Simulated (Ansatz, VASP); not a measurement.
**Te2Mo in VASP and in Ansatz**

Contents of INCAR:

```
PREC = Accurate ; ENCUT = 520
EDIFF = 1E-6 ; ISMEAR = 1
SIGMA = 0.01 ; LREAL = False
LASPH = True ; NELM = 60
ALGO = Normal ; ISIF = 2
LWAVE = False ; LCHARG = True
GGA = CA ; LELF = True
LVHAR = True ; NBANDS = 35
```

File KPOINTS:

```
Automatic mesh
0
Gamma
  6 10 1
```

POSCAR

```
Te2Mo
1.0
    6.3616090156      0.0000000000      0.0000000000
    0.0000000000      3.4804030600      0.0000000000
   -0.0857412231      0.0000000000     36.1758904685
Te Mo
4 2
Direct
    0.0791521300      0.7500000000      0.4434726800
    0.9208478700      0.2500000000      0.5565273200
    0.5707489000      0.2500000000      0.4592964200
    0.4292511000      0.7500000000      0.5407035800
    0.8186524400      0.7500000000      0.5025346300
    0.1813475600      0.2500000000      0.4974653700
```

Input for Ansatz:

```yaml
crystal:
  lattice:
    - [6.3616090156, 0.0, 0.0]
    - [0.0, 3.48040306, 0.0]
    - [-0.0857412231, 0.0, 36.1758904685]
  atoms:
    - { symbol: Te, position: [0.07915213, 0.75, 0.44347268] }
    - { symbol: Te, position: [0.92084787, 0.25, 0.55652732] }
    - { symbol: Te, position: [0.5707489, 0.25, 0.45929642] }
    - { symbol: Te, position: [0.4292511, 0.75, 0.54070358] }
    - { symbol: Mo, position: [0.81865244, 0.75, 0.50253463] }
    - { symbol: Mo, position: [0.18134756, 0.25, 0.49746537] }
basis:
  ecutwfc: 420
kpoints:
  mp_grid: { grid: [6, 10, 1] }
hamiltonian:
  xc: lda
scf:
  occupations: { method: cold, width: 0.01 }
output:
  forces: true
  stress: true
  eigenvalues: true
```

Alike in both runs: task single point; functional LDA; k mesh 6 × 10 × 1; no spin polarisation.

|  | VASP | Ansatz |
| --- | --- | --- |
| version | VASP 6.6.1 | Ansatz 0.2.0 |
| potentials or method | VASP PAW LDA potentials, release 64 (Te, Mo_sv), cutoff 520 eV | scalar-relativistic, plane waves, PAW |
| occupations | methfessel-paxton of order 1, width 0.01 eV | cold, width 0.01 eV |
| valence electrons in the cell | 52 | 92 |

|  | VASP | Ansatz | Ansatz less VASP |
| --- | --- | --- | --- |
| gap on the k mesh at the Fermi level (eV) | none | none | - |
| rms of the force components (eV/Å) | 0.194 | 0.215 | +0.0207 |

LDA's correlation is that of Perdew and Zunger in VASP and of Perdew and Wang (1992) in Ansatz. Atom by atom the forces differ by 0.021 eV/Å (rms over components). A gap of «none» marks a metal or a gap that the smearing closes. VASP's potentials hold 52 valence electrons a cell and Ansatz's 92, so a difference there can come from the potentials and not from the codes.

Neither program's run includes spin-orbit coupling.
